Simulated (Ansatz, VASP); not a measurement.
Ir: VASP beside Ansatz

```xyz
1
Lattice="0.0000 1.9055 1.9055 1.9055 0.0000 1.9055 1.9055 1.9055 0.0000" Properties=species:S:1:pos:R:3 pbc="T T T"
Ir    0.0000    0.0000    0.0000
```

Alike in both runs: functional LDA; k mesh 18 × 18 × 18; occupations gaussian, width 0.1 eV; no spin polarisation.

Ansatz relaxed the structure, and its values are those at the end. VASP's run is a single point on that final structure, the one shown.

|  | VASP | Ansatz |
| --- | --- | --- |
| version | VASP 6.6.1 | Ansatz 0.2.0 |
| potentials or method | VASP PAW LDA potentials, release 64 (Ir_sv_GW), cutoff 560 eV | scalar-relativistic, plane waves, PAW |
| valence electrons in the cell | 17 | 17 |

|  | VASP | Ansatz | Ansatz less VASP |
| --- | --- | --- | --- |
| gap on the k mesh at the Fermi level (eV) | none | none | - |
| pressure (GPa) | -0.4 | 0.0 | +0.36 |

Ansatz warns that its potentials were made for another functional, while VASP's fit it. LDA's correlation is that of Perdew and Zunger in VASP and of Perdew and Wang (1992) in Ansatz. A gap of «none» marks a metal or a gap that the smearing closes.

Spin-orbit coupling is off throughout.
